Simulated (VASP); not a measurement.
# Mg3BiSb: single point with PBEsol

Mg3BiSb:

```
CELL_PARAMETERS angstrom
0.00000 0.00298 7.25432
6.89203 3.99494 0.00163
-6.89203 3.99494 0.00163
ATOMIC_POSITIONS crystal
Mg 0.63204 0.33383 0.33741
Mg 0.63204 0.67074 0.00050
Mg 0.63185 0.99651 0.66317
Mg 0.37170 0.32924 0.99591
Mg 0.37063 0.67005 0.66676
Mg 0.37063 0.00009 0.33672
Mg 0.99846 0.98947 0.98983
Mg 0.99846 0.32317 0.65614
Mg 0.99862 0.68684 0.35350
Bi 0.21701 0.33392 0.33187
Bi 0.21701 0.66520 0.00058
Bi 0.78509 0.33394 0.00061
Sb 0.22772 0.00121 0.66788
Sb 0.77438 0.66582 0.66663
Sb 0.77438 0.99997 0.33249
```

| Property | Result |
| --- | --- |
| Program | VASP 6.6.1 |
| Task | single point |
| Functional | PBEsol |
| Potentials or basis | VASP PAW PBE potentials, release 64 (Mg, Bi_d, Sb) |
| Cutoff | 520 eV |
| k mesh | 4 × 3 × 3 |
| Occupations | gaussian, width 0.1 eV |
| Spin | no spin polarisation |
| Dipole correction | no |
| Further INCAR settings | LREAL = Auto; ALGO = Normal; EDIFF = 1e-06; NBANDS = 52 |

```json
{
 "Pressure": "0.0 GPa",
 "Largest force": "0.052 eV/Å",
 "Band gap on the k mesh": "0.11 eV (least direct gap 0.19 eV)"
}
```

Forces on the atoms (eV/Å):
```
Mg   0.028 -0.014 -0.023
Mg  -0.028 -0.014 -0.023
Mg   0.000  0.046  0.024
Mg   0.000  0.021  0.038
Mg  -0.037 -0.027 -0.018
Mg   0.037 -0.027 -0.018
Mg   0.014  0.017 -0.005
Mg  -0.014  0.017 -0.005
Mg   0.000 -0.028 -0.006
Bi  -0.008  0.014  0.016
Bi   0.008  0.014  0.016
Bi   0.000 -0.009  0.000
Sb   0.000 -0.010 -0.041
Sb   0.020  0.000  0.023
Sb  -0.020  0.000  0.023
```

Stress tensor (GPa, compression positive):
```
 0.11  0.00  0.00
 0.00 -0.02  0.00
 0.00  0.00  0.00
```

Levels at points of the mesh, in eV from the valence-band top:
```csv
k point,band 35,band 36,band 37,band 38,band 39,band 40,band 41,band 42,band 43,band 44
"(0.00, 0.00, 0.00)",-1.12,-1.11,-0.39,-0.36,0.00,0.19,0.20,0.46,0.95,3.00
"(0.50, 0.00, 0.00)",-0.92,-0.81,-0.76,-0.67,-0.66,1.35,1.41,1.51,1.64,1.65
```

Wall time 6.7 min on 1 thread of Intel(R) Xeon(R) Platinum 8175M CPU @ 2.50GHz (Skylake/Cascade Lake), with other jobs on the host, peak memory 0.54 GiB.

Caveat: the PAW data sets were made with another functional, which shifts forces and pressure a little; spin-orbit coupling is left out, which moves the levels of the heavy elements; an odd mesh through Γ misses points on the zone boundary, where band edges can lie.
